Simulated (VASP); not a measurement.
# SiC in VASP: a series of runs, part 3 of 3

VASP 6.6.1. Earlier steps stand in the parts before.

## (5) Single point, PBE (atoms displaced along a vibrational mode, the cell strained)

Input file INCAR:

```
SYSTEM = SiC
PREC     = Accurate       ! precision mode
ENCUT    = 520            ! plane-wave cutoff, eV
EDIFF    = 1E-6           ! SCF threshold, eV
ISMEAR   = 0              ! smearing method
SIGMA    = 0.05           ! smearing width, eV
LREAL    = .FALSE.        ! projectors in reciprocal space
LASPH    = .TRUE.         ! aspherical terms in the spheres
NELM     = 100            ! most SCF steps
ALGO     = Normal         ! electronic algorithm
ISIF     = 2              ! what is computed and relaxed
LWAVE    = .FALSE.        ! write WAVECAR
LCHARG   = .TRUE.         ! write CHGCAR
GGA      = PE             ! functional
LELF     = .TRUE.         ! ELF
LVHAR    = .TRUE.       
NBANDS   = 36             ! bands
```

Input file KPOINTS:

```
regular mesh
0
G
  12 12 2
  0 0 0
```

Input file POSCAR:

```
SiC
1.0
    3.1723110357      0.0000000000      0.0000000000
   -1.5861555179      2.7473019456      0.0000000000
    0.0000000000      0.0000000000     15.5659749019
Si C
6 6
Direct
    0.0000000000      0.0000000000      0.1250412046
    0.0000000000      0.0000000000      0.6250387132
    0.3333333333      0.6666666667      0.2918647478
    0.6666666667      0.3333333333      0.7917698400
    0.3333333333      0.6666666667      0.9583511446
    0.6666666667      0.3333333333      0.4582680052
    0.0000000000      0.0000000000      0.9977393199
    0.0000000000      0.0000000000      0.5016375659
    0.3333333333      0.6666666667      0.1686482863
    0.6666666667      0.3333333333      0.6650107867
    0.3333333333      0.6666666667      0.8351935973
    0.6666666667      0.3333333333      0.3314367883
```

Potentials or basis: VASP PAW PBE potentials, release 64 (Si, C).

The run is started by

```
$ cat potpaw_PBE.64/Si/POTCAR potpaw_PBE.64/C/POTCAR > POTCAR
$ mpirun -np 1 vasp_std > vasp.out
```

OUTCAR:

```text
SYSTEM = SiC
   PREC = Accurate
   ENCUT = 520
   EDIFF = 1E-6
   ISMEAR = 0
   LREAL = .FALSE.
   LASPH = .TRUE.
   NELM = 100
   ISIF = 2
   GGA = PE

 ion  position               nearest neighbor table
   1  0.000  0.000  0.125-   9 1.95   9 1.95   9 1.95   7 1.98
   2  0.000  0.000  0.625-   8 1.92  10 1.93  10 1.93  10 1.93
   3  0.333  0.667  0.292-   9 1.92  12 1.93  12 1.93  12 1.93
   4  0.667  0.333  0.792-  11 1.95  11 1.95  11 1.95  10 1.97
   5  0.333  0.667  0.958-  11 1.92   7 1.93   7 1.93   7 1.93
   6  0.667  0.333  0.458-   8 1.95   8 1.95   8 1.95  12 1.97
   7  0.000  0.000  0.998-   5 1.93   5 1.93   5 1.93   1 1.98
   8  0.000  0.000  0.502-   2 1.92   6 1.95   6 1.95   6 1.95
   9  0.333  0.667  0.169-   3 1.92   1 1.95   1 1.95   1 1.95
  10  0.667  0.333  0.665-   2 1.93   2 1.93   2 1.93   4 1.97
  11  0.333  0.667  0.835-   5 1.92   4 1.95   4 1.95   4 1.95
  12  0.667  0.333  0.331-   3 1.93   3 1.93   3 1.93   6 1.97

  LATTYP: Found a hexagonal cell.
 ALAT       =     3.1723110357
 C/A-ratio  =     4.9068249383

  Lattice vectors:

 A1 = (   3.1723110357,   0.0000000000,   0.0000000000)
 A2 = (  -1.5861555179,   2.7473019456,   0.0000000000)
 A3 = (   0.0000000000,   0.0000000000,  15.5659749019)

Analysis of symmetry for initial positions (statically):
=====================================================================
 Subroutine PRICEL returns:
 Original cell was already a primitive cell.

 Routine SETGRP: Setting up the symmetry group for a
 hexagonal supercell.

 Subroutine GETGRP returns: Found  6 space group operations
 (whereof  6 operations were pure point group operations)
 out of a pool of 24 trial point group operations.

The static configuration has the point symmetry C_3v.

Analysis of symmetry for dynamics (positions and initial velocities):
=====================================================================
 Subroutine PRICEL returns:
 Original cell was already a primitive cell.

 Routine SETGRP: Setting up the symmetry group for a
 hexagonal supercell.

 Subroutine GETGRP returns: Found  6 space group operations
 (whereof  6 operations were pure point group operations)
 out of a pool of 24 trial point group operations.

The dynamic configuration has the point symmetry C_3v.

 Subroutine INISYM returns: Found  6 space group operations
 (whereof  6 operations are pure point group operations),
 and found     1 'primitive' translations

----------------------------------------------------------------------------------------

                                     Primitive cell

  volume of cell :     135.6621

  direct lattice vectors                    reciprocal lattice vectors
     3.172311036  0.000000000  0.000000000     0.315227602  0.181996741  0.000000000
    -1.586155518  2.747301946  0.000000000     0.000000000  0.363993482  0.000000000
     0.000000000  0.000000000 15.565974902     0.000000000  0.000000000  0.064242684

  length of vectors
     3.172311036  3.172311036 15.565974902     0.363993482  0.363993482  0.064242684

  position of ions in fractional coordinates (direct lattice)
     0.000000000  0.000000000  0.125041205
     0.000000000  0.000000000  0.625038713
     0.333333333  0.666666667  0.291864748
[... 80 lines left out ...]
   total plane-waves  NPLWV =  69120
   dimension x,y,z NGX =    24 NGY =   24 NGZ =  120
   dimension x,y,z NGXF=    48 NGYF=   48 NGZF=  240
   ions per type =               6   6
   NGX,Y,Z   is equivalent  to a cutoff of  12.58, 12.58, 12.82 a.u.
   NGXF,Y,Z  is equivalent  to a cutoff of  25.15, 25.15, 25.63 a.u.
 SYSTEM =  SiC
   PREC   = accura    normal or accurate (medium, high low for compatibility)
   ISTART =      0    job   : 0-new  1-cont  2-samecut
   ICHARG =      2    charge: 1-file 2-atom 10-const
   ISPIN  =      1    spin polarized calculation?
   LNONCOLLINEAR =      F non collinear calculations
   LSORBIT =      F    spin-orbit coupling
   LASPH  =      T    aspherical Exc in radial PAW
   ENCUT  =  520.0 eV  38.22 Ry    6.18 a.u.   5.90  5.90 28.94*2*pi/ulx,y,z
   NELM   =    100;   NELMIN=  2; NELMDL= -5     # of ELM steps
   EDIFF  = 0.1E-05   stopping-criterion for ELM
   LREAL  =      F    real-space projection
   EDIFFG = 0.1E-04   stopping-criterion for IOM
   NSW    =      0    number of steps for IOM
   IBRION =     -1    ionic relax: 0-MD 1-quasi-New 2-CG
   NFREE  =      0    steps in history (QN), initial steepest desc. (CG)
   ISIF   =      2    stress and relaxation
   ISYM   =      2    0-nonsym 1-usesym 2-fastsym
   POTIM  = 0.5000    time-step for ionic-motion
   TEBEG  =    0.0;   TEEND  =   0.0 temperature during run
   PSTRESS=    0.0 pullay stress
   NELECT =      48.0000    total number of electrons
   NUPDOWN=      -1.0000    fix difference up-down
   EMIN   =  10.00;   EMAX   =-10.00  energy-range for DOS
   EFERMI =   0.00;   METHOD = LEGACY
   ISMEAR =     0;   SIGMA  =   0.05  broadening in eV -4-tet -1-fermi 0-gaus
   EFERMI_NEDOS =   21; number of points for ismear=-14 and -15
   IALGO  =     38    algorithm
   IMIX   =      4    mixing-type and parameters
     AMIX     =   0.40;   BMIX     =  1.00
     AMIX_MAG =   1.60;   BMIX_MAG =  1.00
  volume/ion in A,a.u.               =      11.31        76.29
  Fermi-wavevector in a.u.,A,eV,Ry     =   1.157895  2.188104 18.241606  1.340720
  Thomas-Fermi vector in A             =   2.294502
   LORBIT       =      0    0 simple, 1 ext, 2 COOP (PROOUT), +10 PAW based schemes
   GGA     = PE    functional components
   LHFCALC =     F    Hartree Fock is set to
   AEXX    =    0.0000 exact exchange contribution
   IVDW    =     0    specifies the selected vdW correction
   LEPSILON=     F    determine dielectric tensor
   LRPA    =     F    only Hartree local field effects (RPA)
 non-spin polarized calculation
 Gauss-broadening in eV      SIGMA  =   0.05
  energy-cutoff  :      520.00
  volume of cell :      135.66
 maximum number of plane-waves:      3682
 NGX is ok and might be reduce to    24
   NGX = 11   NGY = 11   NGZ = 57

 number of electron      48.0000002 magnetization

 Free energy of the ion-electron system (eV)
  ---------------------------------------------------
  ext. energy  EPLUGINS =         0.00000000
  ---------------------------------------------------
  free energy    TOTEN  =       -89.87359034 eV

  energy without entropy =      -89.87359034  energy(sigma->0) =      -89.87359034

 E-fermi :   7.4546     XC(G=0): -10.9714

 val. band max:        7.1922615797   @ k =   0.0000   0.0000   0.0000
 cond. band min:       9.2228373106   @ k =   0.5000   0.0000   0.0000
 fundamental gap:      2.0305757310
 Fermi energy:         7.4546070187

 k-point     1 :       0.0000    0.0000    0.0000
  band No.  band energies     occupation
      1      -7.5914      2.00000
      2      -7.1069      2.00000
      3      -7.0767      2.00000
      4      -5.6861      2.00000
      5      -5.6601      2.00000
      6      -4.3376      2.00000
[... 925 lines left out ...]
     35      14.6231      0.00000
     36      14.6350      0.00000

 [... further k-points ...]

------------------------ aborting loop because EDIFF is reached ----------------------------------------

  FORCE on cell =-STRESS in cart. coord.  units (eV):
  Direction    XX          YY          ZZ          XY          YZ          ZX
  --------------------------------------------------------------------------------------
  -------------------------------------------------------------------------------------
  Total      -11.5190883    -11.5190883    -11.2654640      0.0000000      0.0000000     -0.0000000
  in kB     -136.0411224   -136.0411224   -133.0458042      0.0000000      0.0000000     -0.0000000
  external PRESSURE =    -135.0426830 kB  Pullay stress =       0.0000000 kB

 VOLUME and BASIS-vectors are now :
 -----------------------------------------------------------------------------
  energy-cutoff  :      520.00
  volume of cell :      135.66
      direct lattice vectors                 reciprocal lattice vectors
     3.172311036  0.000000000  0.000000000     0.315227602  0.181996741  0.000000000
    -1.586155518  2.747301946  0.000000000     0.000000000  0.363993482  0.000000000
     0.000000000  0.000000000 15.565974902     0.000000000  0.000000000  0.064242684

 POSITION                                       TOTAL-FORCE (eV/Angst)
 -----------------------------------------------------------------------------------
      0.00000      0.00000      1.94639        -0.000000      0.000000      0.105629
      0.00000      0.00000      9.72934         0.000000     -0.000000     -0.012135
     -0.00000      1.83153      4.54316        -0.000000     -0.000000     -0.082950
      1.58616      0.91577     12.32467         0.000000     -0.000000      0.123735
     -0.00000      1.83153     14.91767         0.000000     -0.000000     -0.079769
      1.58616      0.91577      7.13339         0.000000     -0.000000      0.119172
      0.00000      0.00000     15.53079        -0.000000     -0.000000      0.707036
      0.00000      0.00000      7.80848         0.000000     -0.000000     -0.786032
     -0.00000      1.83153      2.62517        -0.000000      0.000000     -0.718016
      1.58616      0.91577     10.35154        -0.000000      0.000000      0.673546
     -0.00000      1.83153     13.00060         0.000000     -0.000000     -0.744551
      1.58616      0.91577      5.15914         0.000000      0.000000      0.694336
 -----------------------------------------------------------------------------------
    total drift:                               -0.000000     -0.000000      0.000140

  FREE ENERGIE OF THE ION-ELECTRON SYSTEM (eV)
  ---------------------------------------------------
  free  energy   TOTEN  =       -89.8735903365 eV

  energy  without entropy=      -89.8735903365  energy(sigma->0) =      -89.87359034
```

Run time: 2.1 min. Hardware: 1 thread of Intel Xeon Platinum 8559C (Emerald Rapids), shared host; peak memory 0.31 GiB.

What came out:

* Free energy: -89.8736 eV
* Pressure: -13.5 GPa
* Largest force: 0.786 eV/Å
* Band gap on the k mesh: 2.03 eV (least direct gap 3.11 eV)

Forces in eV/Å, atoms in the order of the input:
```
Si   0.000  0.000  0.106
Si   0.000  0.000 -0.012
Si   0.000  0.000 -0.083
Si   0.000  0.000  0.124
Si   0.000  0.000 -0.080
Si   0.000  0.000  0.119
C    0.000  0.000  0.707
C    0.000  0.000 -0.786
C    0.000  0.000 -0.718
C    0.000  0.000  0.674
C    0.000  0.000 -0.745
C    0.000  0.000  0.694
```

Caveat: the cell differs from its parent crystal (atoms displaced along a vibrational mode, the cell strained); the cell stands under tension.

## (6) Overview

| cell | gap on the mesh (eV) | pressure (GPa) | largest force (eV/Å) |
| --- | --- | --- | --- |
| as given, atomic positions A | 2.04 | -13.6 | 0.39 |
| as given, atomic positions B | 1.99 | -13.1 | 1.62 |
| as given, atomic positions C | 2.04 | -13.6 | 0.02 |
| as given, atomic positions D | 2.03 | -13.5 | 0.79 |

Alike in all rows: task single point; level PBE; potentials or basis VASP PAW PBE potentials, release 64 (Si, C); no spin polarisation; k mesh 12 × 12 × 2; cutoff (eV) 520; smearing gaussian 0.05 eV.

Caveats: the cell stands under tension; forces of over 1 eV/Å act on the atoms, so gaps and moduli don't describe the material at rest (at least some runs).

Total energies depend on the potentials used, so only differences within one code and one set of settings carry meaning.
